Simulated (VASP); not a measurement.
Runs of VASP 6.6.1 on Ti. The structure is that of space group Fd-3m (No. 227), or close to it. The cells are those of the table. 

```csv
task,cell,k mesh,gap on the mesh (eV),pressure (GPa)
single point,"a = 3.802 Å, angles 60.0°, 2 atoms",6 × 6 × 6,none,0.6
relaxation of cell and atoms,"relaxed from a = 3.802 Å, angles 60.0°, 2 atoms",7 × 7 × 7,none,0.0
single point,"a = 3.810 Å, angles 60.0°, 2 atoms",7 × 7 × 7,none,(a)
single point,"a = 3.785 Å, angles 60.0°, 2 atoms",7 × 7 × 7,none,0.5
relaxation of cell and atoms,"relaxed from a = 4.016 Å, angles 60.0°, 2 atoms",6 × 6 × 6,none,0.0
single point,"a = 3.760 Å, angles 60.0°, 2 atoms",7 × 7 × 7,none,1.5
```

Alike in all rows: level LDA; potentials or basis VASP PAW LDA potentials, release 64 (Ti_sv); no spin polarisation; cutoff (eV) 500; smearing fermi-dirac 0.1 eV.

Estimate the missing entries.

(a) -0.1.

Caveats: the relaxation stopped at its first step, so nothing moved (some runs).

A gap of «none» marks levels without a gap at the run's occupations.
